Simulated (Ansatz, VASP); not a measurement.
GeBiS2Br: VASP beside Ansatz

```
Ge Bi S Br
1.0
     4.84916    0.00000    0.00000
     0.00000    4.84916    0.00000
     0.00000    0.00000    5.13240
Ge Bi S Br
1 1 2 1
Cartesian
  0.0000 0.0000 0.0000
  2.4246 2.4246 2.5662
  2.4246 0.0000 0.0000
  0.0000 2.4246 0.0000
  0.0000 0.0000 2.5662
```

Alike in both runs: functional PBE; k mesh 4 × 4 × 4; occupations gaussian, width 0.1 eV; no spin polarisation.

Ansatz relaxed the structure, and its values are those at the end. VASP's run is a single point on that final structure, the one shown.

|  | VASP | Ansatz |
| --- | --- | --- |
| version | VASP 6.6.1 | Ansatz 0.2.0 |
| potentials or method | VASP PAW PBE potentials, release 64 (Ge_d, Bi_d, S, Br), cutoff 520 eV | scalar-relativistic, plane waves, PAW |
| valence electrons in the cell | 48 | 48 |

```tsv
	VASP	Ansatz	Ansatz less VASP
gap on the k mesh at the Fermi level (eV)	none	none	-
pressure (GPa)	0.0	0.1	+0.04
```

A gap of «none» marks a metal or a gap that the smearing closes.

Neither program's run includes spin-orbit coupling.
